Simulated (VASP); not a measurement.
A run of VASP 6.6.1:

The input INCAR:

```
SYSTEM = Na
PREC     = Accurate       ! precision mode
ENCUT    = 520            ! plane-wave cutoff, eV
EDIFF    = 1E-7           ! SCF threshold, eV
ISMEAR   = 0              ! smearing method
SIGMA    = 0.15           ! smearing width, eV
LREAL    = .FALSE.        ! projectors in reciprocal space
LASPH    = .TRUE.         ! aspherical terms in the spheres
NELM     = 80             ! most SCF steps
ALGO     = Fast           ! electronic algorithm
ISIF     = 2              ! what is computed and relaxed
LWAVE    = .FALSE.        ! write WAVECAR
LCHARG   = .TRUE.         ! write CHGCAR
GGA      = CA             ! functional
LELF     = .TRUE.         ! ELF
LVHAR    = .TRUE.       
NBANDS   = 14             ! bands
```

File KPOINTS:

```
regular mesh
0
G
  15 15 8
  0 0 0
```

Contents of POSCAR:

```
Na
1.0
    3.6209798977      0.0000000000      0.0000000000
   -1.8104899489      3.1358605780      0.0000000000
    0.0000000000      0.0000000000      5.8981745703
Na
2
Direct
    0.3333333333      0.6666666667      0.2253652595
    0.6666666667      0.3333333333      0.7746347405
```

Potentials or basis: VASP PAW LDA potentials, release 64 (Na_pv).

Run with:

```console
$ cat potpaw_LDA.64/Na_pv/POTCAR > POTCAR
$ mpirun -np 1 vasp_std > vasp.out
```

Hardware: 1 thread of Oxide Virtual Turin-like Processor (shared host).

Problem. How long does it take, and how much memory?

Solution. It took 3.5 min on 1 thread of Oxide Virtual Turin-like Processor, on a shared host, peak memory 0.21 GiB. Counts: scf iterations 14, k points 192.
